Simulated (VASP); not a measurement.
# Hf (P4/mmm) in VASP: a series of runs

Hf is run at these levels: PBE; tasks: single point, relaxation of cell and atoms.

Everything below comes from runs of VASP 6.6.1. Logs are shortened: lines on timing, memory, paths and dates and some standing lists are left out, and cuts for length are marked.

**1. The cell of the first run**

The structure is tetragonal, space group P4/mmm (No. 123). Conventional cell: a = 2.295 Å, b = 2.295 Å, c = 2.939 Å, α = 90.00°, β = 90.00°, γ = 90.00°. Within 3.0 Å of Hf (site symmetry 4/mmm) lie 6 Hf at 2.30 to 2.94 Å.

**2. Single point, PBE**

Input file INCAR:

```
ALGO = Normal ; EDIFF = 1E-6
ENCUT = 520 ; GGA = PE
ISIF = 2 ; ISMEAR = 0
LASPH = True ; LCHARG = False
LREAL = False ; LWAVE = False
NBANDS = 11 ; NELM = 80
PREC = Accurate ; SIGMA = 0.1
```

Input file KPOINTS:

```
k-points
0
Gamma
  8 8 6
```

Input file POSCAR:

```
Hf
1.0
    2.2950110800      0.0000000000      0.0000000000
    0.0000000000      2.2950110800      0.0000000000
    0.0000000000      0.0000000000      2.9390226300
Hf
1
Direct
    0.5000000000      0.5000000000      0.5000000000
```

Potentials or basis: VASP PAW PBE potentials, release 64 (Hf_pv).

On the command line:

```bash
> cat potpaw_PBE.64/Hf_pv/POTCAR > POTCAR
> mpirun -np 1 vasp_std > vasp.out
```

OUTCAR:

```text
EDIFF = 1E-6
   ENCUT = 520
   GGA = PE
   ISIF = 2
   ISMEAR = 0
   LASPH = True
   LREAL = False
   NELM = 80
   PREC = Accurate

 ion  position               nearest neighbor table
   1  0.500  0.500  0.500-

  LATTYP: Found a simple tetragonal cell.
 ALAT       =     2.2950110800
 C/A-ratio  =     1.2806136997

  Lattice vectors:

 A1 = (   2.2950110800,   0.0000000000,   0.0000000000)
 A2 = (   0.0000000000,   2.2950110800,   0.0000000000)
 A3 = (   0.0000000000,   0.0000000000,   2.9390226300)

Analysis of symmetry for initial positions (statically):
=====================================================================
 Subroutine PRICEL returns:
 Original cell was already a primitive cell.

 Routine SETGRP: Setting up the symmetry group for a
 simple tetragonal supercell.

 Subroutine GETGRP returns: Found 16 space group operations
 (whereof 16 operations were pure point group operations)
 out of a pool of 16 trial point group operations.

The static configuration has the point symmetry D_4h.

Analysis of symmetry for dynamics (positions and initial velocities):
=====================================================================
 Subroutine PRICEL returns:
 Original cell was already a primitive cell.

 Routine SETGRP: Setting up the symmetry group for a
 simple tetragonal supercell.

 Subroutine GETGRP returns: Found 16 space group operations
 (whereof 16 operations were pure point group operations)
 out of a pool of 16 trial point group operations.

The dynamic configuration has the point symmetry D_4h.

 Subroutine INISYM returns: Found 16 space group operations
 (whereof 16 operations are pure point group operations),
 and found     1 'primitive' translations

----------------------------------------------------------------------------------------

                                     Primitive cell

  volume of cell :      15.4801

  direct lattice vectors                    reciprocal lattice vectors
     2.295011080  0.000000000  0.000000000     0.435727744  0.000000000  0.000000000
     0.000000000  2.295011080  0.000000000     0.000000000  0.435727744  0.000000000
     0.000000000  0.000000000  2.939022630     0.000000000  0.000000000  0.340249166

  length of vectors
     2.295011080  2.295011080  2.939022630     0.435727744  0.435727744  0.340249166

  position of ions in fractional coordinates (direct lattice)
     0.500000000  0.500000000  0.500000000

  ion indices of the primitive-cell ions
   primitive index   ion index
                 1           1

----------------------------------------------------------------------------------------

 KPOINTS: k-points

Automatic generation of k-mesh.
 Grid dimensions read from file:
 generate k-points for:    8    8    6

 Generating k-lattice:

  Cartesian coordinates                     Fractional coordinates (reciprocal lattice)
     0.054465968  0.000000000  0.000000000     0.125000000  0.000000000  0.000000000
     0.000000000  0.054465968  0.000000000     0.000000000  0.125000000  0.000000000
     0.000000000  0.000000000  0.056708194     0.000000000  0.000000000  0.166666667

  Length of vectors
     0.054465968  0.054465968  0.056708194

  Shift w.r.t. Gamma in fractional coordinates (k-lattice)
     0.000000000  0.000000000  0.000000000

 Subroutine IBZKPT returns following result:
 ===========================================

 Found     60 irreducible k-points:

 Following reciprocal coordinates:
            Coordinates               Weight
  0.000000  0.000000  0.000000      1.000000
  0.125000  0.000000  0.000000      4.000000
  0.250000  0.000000  0.000000      4.000000
  0.375000  0.000000  0.000000      4.000000
  0.500000  0.000000  0.000000      2.000000
  0.125000  0.125000  0.000000      4.000000
[... 16 lines left out ...]
  0.375000  0.125000  0.166667     16.000000
  0.500000  0.125000  0.166667      8.000000
 [... further k-points ...]
   k-points           NKPTS =     60   k-points in BZ     NKDIM =     60   number of bands    NBANDS=     11
   number of dos      NEDOS =    301   number of ions     NIONS =      1
   total plane-waves  NPLWV =   7776
   dimension x,y,z NGX =    18 NGY =   18 NGZ =   24
   dimension x,y,z NGXF=    36 NGYF=   36 NGZF=   48
   ions per type =               1
   NGX,Y,Z   is equivalent  to a cutoff of  13.04, 13.04, 13.58 a.u.
   NGXF,Y,Z  is equivalent  to a cutoff of  26.08, 26.08, 27.15 a.u.
 SYSTEM =  unknown system
   PREC   = accura    normal or accurate (medium, high low for compatibility)
   ISTART =      0    job   : 0-new  1-cont  2-samecut
   ICHARG =      2    charge: 1-file 2-atom 10-const
   ISPIN  =      1    spin polarized calculation?
   LNONCOLLINEAR =      F non collinear calculations
   LSORBIT =      F    spin-orbit coupling
   LASPH  =      T    aspherical Exc in radial PAW
   ENCUT  =  520.0 eV  38.22 Ry    6.18 a.u.   4.27  4.27  5.46*2*pi/ulx,y,z
   NELM   =     80;   NELMIN=  2; NELMDL= -5     # of ELM steps
   EDIFF  = 0.1E-05   stopping-criterion for ELM
   LREAL  =      F    real-space projection
   EDIFFG = 0.1E-04   stopping-criterion for IOM
   NSW    =      0    number of steps for IOM
   IBRION =     -1    ionic relax: 0-MD 1-quasi-New 2-CG
   NFREE  =      0    steps in history (QN), initial steepest desc. (CG)
   ISIF   =      2    stress and relaxation
   ISYM   =      2    0-nonsym 1-usesym 2-fastsym
   POTIM  = 0.5000    time-step for ionic-motion
   TEBEG  =    0.0;   TEEND  =   0.0 temperature during run
   PSTRESS=    0.0 pullay stress
   NELECT =      10.0000    total number of electrons
   NUPDOWN=      -1.0000    fix difference up-down
   EMIN   =  10.00;   EMAX   =-10.00  energy-range for DOS
   EFERMI =   0.00;   METHOD = LEGACY
   ISMEAR =     0;   SIGMA  =   0.10  broadening in eV -4-tet -1-fermi 0-gaus
   EFERMI_NEDOS =   21; number of points for ismear=-14 and -15
   IALGO  =     38    algorithm
   IMIX   =      4    mixing-type and parameters
     AMIX     =   0.40;   BMIX     =  1.00
     AMIX_MAG =   1.60;   BMIX_MAG =  1.00
  volume/ion in A,a.u.               =      15.48       104.46
  Fermi-wavevector in a.u.,A,eV,Ry     =   1.415198  2.674337 27.249565  2.002787
  Thomas-Fermi vector in A             =   2.536662
   LORBIT       =      0    0 simple, 1 ext, 2 COOP (PROOUT), +10 PAW based schemes
   GGA     = PE    functional components
   LHFCALC =     F    Hartree Fock is set to
   AEXX    =    0.0000 exact exchange contribution
   IVDW    =     0    specifies the selected vdW correction
   LEPSILON=     F    determine dielectric tensor
   LRPA    =     F    only Hartree local field effects (RPA)
 non-spin polarized calculation
 Gauss-broadening in eV      SIGMA  =   0.10
  energy-cutoff  :      520.00
  volume of cell :       15.48
 maximum number of plane-waves:       428
 NGX is ok and might be reduce to    18
   NGX =  9   NGY =  9   NGZ = 11

 number of electron      10.0000003 magnetization

 Free energy of the ion-electron system (eV)
  ---------------------------------------------------
  ext. energy  EPLUGINS =         0.00000000
  ---------------------------------------------------
  free energy    TOTEN  =        -6.16841683 eV

  energy without entropy =       -6.16063967  energy(sigma->0) =       -6.16452825

 E-fermi :   7.1785     XC(G=0): -12.9013

 val. band max:        7.1479832022   @ k =   0.2500   0.2500   0.0000
 cond. band min:       7.1805776574   @ k =   0.5000   0.2500   0.0000
 fundamental gap:      0.0325944552
 Fermi energy:         7.1784828868

 k-point     1 :       0.0000    0.0000    0.0000
  band No.  band energies     occupation
      1     -22.7755      2.00000
      2     -20.4242      2.00000
      3     -20.4242      2.00000
      4      -0.1615      2.00000
      5       3.6940      2.00000
      6       3.9437      2.00000
      7      17.0822      0.00000
      8      17.0822      0.00000
      9      20.2226      0.00000
     10      20.8082      0.00000
     11      21.5102      0.00000

 k-point     2 :       0.1250    0.0000    0.0000
  band No.  band energies     occupation
      1     -22.6648      2.00000
      2     -21.4910      2.00000
      3     -20.3359      2.00000
      4       0.5254      2.00000
      5       4.1188      2.00000
      6       5.4747      2.00000
      7      13.8944      0.00000
      8      17.2720      0.00000
      9      18.8052      0.00000
     10      21.4954      0.00000
     11      22.9638      0.00000

 k-point     3 :       0.2500    0.0000    0.0000
  band No.  band energies     occupation
      1     -23.6561      2.00000
      2     -22.3877      2.00000
      3     -20.1166      2.00000
      4       1.9884      2.00000
      5       4.8847      2.00000
      6       9.3118      0.00000
      7      10.1484      0.00000
      8      15.5835      0.00000
      9      17.7575      0.00000
     10      20.8002      0.00000
     11      21.5618      0.00000

 k-point     4 :       0.3750    0.0000    0.0000
  band No.  band energies     occupation
      1     -25.4594      2.00000
      2     -22.0952      2.00000
      3     -19.8880      2.00000
      4       3.8826      2.00000
      5       5.8062      2.00000
      6       7.5991      0.00000
      7      10.5325      0.00000
      8      13.2329      0.00000
      9      18.2888      0.00000
     10      20.9981      0.00000
     11      21.5022      0.00000
[... 239 lines left out ...]
 k-point    22 :       0.2500    0.1250    0.1667
  band No.  band energies     occupation
      1     -23.5119      2.00000
      2     -22.5282      2.00000
      3     -21.1166      2.00000
      4       3.3532      2.00000
      5       6.5891      2.00000
      6       9.1146      0.00000
      7      10.1730      0.00000
      8      14.1672      0.00000
      9      14.3664      0.00000
     10      21.4610      0.00000
     11      23.2206      0.00000

 k-point    23 :       0.3750    0.1250    0.1667
  band No.  band energies     occupation
      1     -25.2954      2.00000
      2     -22.2217      2.00000
      3     -20.8569      2.00000
      4       4.4919      2.00000
      5       7.1012      1.72576
      6       7.7218      0.00000
      7       9.4889      0.00000
      8      15.0075      0.00000
      9      15.2337      0.00000
     10      21.4200      0.00000
     11      22.6304      0.00000

 k-point    24 :       0.5000    0.1250    0.1667
  band No.  band energies     occupation
      1     -25.9650      2.00000
      2     -22.0888      2.00000
      3     -20.7453      2.00000
      4       4.7387      2.00000
      5       7.1457      1.35692
      6       8.1062      0.00000
      7       8.2833      0.00000
      8      14.8145      0.00000
      9      15.5133      0.00000
     10      21.4433      0.00000
     11      24.3213      0.00000

 [... further k-points ...]

------------------------ aborting loop because EDIFF is reached ----------------------------------------

  FORCE on cell =-STRESS in cart. coord.  units (eV):
  Direction    XX          YY          ZZ          XY          YZ          ZX
  --------------------------------------------------------------------------------------
  -------------------------------------------------------------------------------------
  Total       14.5161663     14.5161663      1.5128178      0.0000000      0.0000000     -0.0000000
  in kB     1502.4153560   1502.4153560    156.5758243      0.0000000      0.0000000     -0.0000000
  external PRESSURE =    1053.8021788 kB  Pullay stress =       0.0000000 kB

 VOLUME and BASIS-vectors are now :
 -----------------------------------------------------------------------------
  energy-cutoff  :      520.00
  volume of cell :       15.48
      direct lattice vectors                 reciprocal lattice vectors
     2.295011080  0.000000000  0.000000000     0.435727744  0.000000000  0.000000000
     0.000000000  2.295011080  0.000000000     0.000000000  0.435727744  0.000000000
     0.000000000  0.000000000  2.939022630     0.000000000  0.000000000  0.340249166

 POSITION                                       TOTAL-FORCE (eV/Angst)
 -----------------------------------------------------------------------------------
      1.14751      1.14751      1.46951         0.000000      0.000000      0.000000
 -----------------------------------------------------------------------------------
    total drift:                                0.000000     -0.000000      0.000000

  FREE ENERGIE OF THE ION-ELECTRON SYSTEM (eV)
  ---------------------------------------------------
  free  energy   TOTEN  =        -6.1684168309 eV

  energy  without entropy=       -6.1606396696  energy(sigma->0) =       -6.16452825
```

It took 6.5 s on 1 thread of Intel Xeon Platinum 8488C (Sapphire Rapids), shared host; peak memory 0.12 GiB.

What came out:

```yaml
Free_energy: -6.1684 eV
Pressure: 105.4 GPa
Band_gap_on_the_k_mesh: zero (band 5 reaches 9.21 eV, above the bottom of band 6 at 3.94 eV)
```

Caveat: spin-orbit coupling is left out, which moves the levels of the heavy elements.

**3. Relaxation of cell and atoms, PBE**

Input file INCAR:

```
PREC = Accurate ; ENCUT = 600
EDIFF = 1E-6 ; ISMEAR = 0
SIGMA = 0.1 ; LREAL = F
LASPH = T ; NELM = 60
ALGO = Fast ; ISIF = 3
LWAVE = F ; LCHARG = F
GGA = PE ; IBRION = 2
NSW = 90 ; EDIFFG = -0.04
```

Input file KPOINTS:

```
Automatic mesh
0
Gamma
  8 8 6
```

POSCAR is that of step 2.

Potentials or basis: VASP PAW PBE potentials, release 64 (Hf_pv).

On the command line:

```bash
> cat potpaw_PBE.64/Hf_pv/POTCAR > POTCAR
> mpirun -np 1 vasp_std > vasp.out
```

Wall time 65 s (1 thread of Intel Xeon Platinum 8488C (Sapphire Rapids), shared host); peak memory 0.14 GiB.

Results (log left out):

* Free energy: -8.8297 eV
* Relaxed volume: 24.70 Å³/atom
* Relaxed cell: a = 2.906 Å, b = 2.906 Å, c = 2.924 Å, α = 90.00°, β = 90.00°, γ = 90.00°
* Space group after relaxing (to 0.05 Å): Pm-3m (No. 221)
* Energy gained by relaxing: 2660.8 meV/atom
* Ionic steps: 16
* Pressure after relaxing: 0.0 GPa
* Band gap on the k mesh: zero (band 5 reaches 4.59 eV, above the bottom of band 6 at 2.43 eV)

The path:
| step | energy change (eV) | largest force (eV/Å) | pressure (GPa) | volume (Å³) |
| --- | --- | --- | --- | --- |
| 1 | 0.0000 | 0.0000 | 105.38 | 15.48 |
| 2 | -0.8490 | 0.0000 | -13.27 | 48.02 |
| 3 | -2.6255 | 0.0000 | -5.11 | 26.74 |
| 4 | -2.6448 | 0.0000 | -3.32 | 25.99 |
| 5 | -2.6549 | 0.0000 | -0.40 | 24.95 |
| 6 | -2.6545 | 0.0000 | -0.99 | 25.17 |
| 7 | -2.6577 | 0.0000 | -0.45 | 24.90 |
| 8 | -2.6542 | 0.0000 | 2.19 | 24.08 |
| 9 | -2.6596 | 0.0000 | 0.12 | 24.68 |
| 10 | -2.6596 | 0.0000 | 1.12 | 24.36 |
| 11 | -2.6602 | 0.0000 | 0.53 | 24.54 |
| 12 | -2.6602 | 0.0000 | 0.68 | 24.50 |
| 13 | -2.6593 | 0.0000 | 0.12 | 24.68 |
| 14 | -2.6606 | 0.0000 | 0.46 | 24.57 |
| 15 | -2.6607 | 0.0000 | -0.26 | 24.81 |
| 16 | -2.6608 | 0.0000 | 0.04 | 24.70 |

Final structure:
```
CELL_PARAMETERS angstrom
2.90624 0.00000 0.00000
0.00000 2.90624 0.00000
0.00000 0.00000 2.92418
ATOMIC_POSITIONS crystal
Hf 0.50000 0.50000 0.50000
```

Levels at points of the mesh, in eV from the Fermi level:
```csv
k point,band 1,band 2,band 3,band 4,band 5,band 6,band 7,band 8,band 9
"(0.00, 0.00, 0.00)",-29.99,-29.93,-29.93,-6.48,-1.41,-1.39,6.47,6.47,6.55
"(0.50, 0.00, 0.00)",-30.87,-29.90,-29.84,-3.12,-0.49,-0.06,3.00,3.12,6.85
"(0.50, 0.50, 0.00)",-30.74,-30.74,-29.82,-2.83,-0.58,3.75,3.75,4.48,4.48
"(0.00, 0.00, 0.50)",-30.88,-29.85,-29.85,-3.16,-0.51,-0.12,3.13,3.13,6.91
"(0.50, 0.00, 0.50)",-30.75,-30.75,-29.77,-2.82,-0.62,3.83,3.87,4.41,4.43
"(0.50, 0.50, 0.50)",-30.64,-30.63,-30.63,-1.29,-1.24,-1.24,6.90,8.90,9.03
```

Caveat: the volume moved by over 15 % at a fixed basis, so the end points are rough; spin-orbit coupling is left out, which moves the levels of the heavy elements.
